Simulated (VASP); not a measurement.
Set up this calculation in VASP 6.6.1, as the native input.

```
Task                   : single point
Functional             : PBE
Potentials or basis    : VASP PAW PBE potentials, release 64 (Al, Cu)
Cutoff                 : 520 eV
k mesh                 : 10 × 10 × 10
Occupations            : gaussian, width 0.15 eV
Spin                   : no spin polarisation
Dipole correction      : no
Further INCAR settings : ALGO = Fast; EDIFF = 1e-06; NBANDS = 26
```

The structure of Al2Cu lies in POSCAR:

```
Al2Cu
1.0
   -2.9959000000      2.9959000000      2.5633500000
    2.9959000000     -2.9959000000      2.5633500000
    2.9959000000      2.9959000000     -2.5633500000
Al Cu
4 2
Direct
    0.1587211657      0.6587211657      0.8174423314
    0.6587211657      0.8412788343      0.5000000000
    0.8412788343      0.3412788343      0.1825576686
    0.3412788343      0.1587211657      0.5000000000
    0.7500000000      0.7500000000      0.0000000000
    0.2500000000      0.2500000000      0.0000000000
```

These files were run (other wordings do the same):

INCAR

```
SYSTEM = Al2Cu
PREC = Accurate
ENCUT = 520
EDIFF = 1E-6
ISMEAR = 0
SIGMA = 0.15
LREAL = .FALSE.
LASPH = .TRUE.
NELM = 60
ALGO = Fast
ISIF = 2
LWAVE = .FALSE.
LCHARG = .FALSE.
GGA = PE
NBANDS = 26
```

KPOINTS

```
regular mesh
0
G
  10 10 10
  0 0 0
```

Potentials or basis: VASP PAW PBE potentials, release 64 (Al, Cu).

The run is started by

```sh
$ cat potpaw_PBE.64/Al/POTCAR potpaw_PBE.64/Cu/POTCAR > POTCAR
$ mpirun -np 1 vasp_std > vasp.out
```

It gave:

- Pressure: -2.2 GPa
- Largest force: 0.161 eV/Å
- Band gap on the k mesh: zero (bands 17 and 18 overlap by 3.70 eV)

Caveat: the stress differs along the axes, from -6 to -0 GPa.

It took 8.2 min on 1 thread of Intel(R) Xeon(R) Platinum 8488C (Sapphire Rapids), with other jobs on the host, peak memory 0.38 GiB.
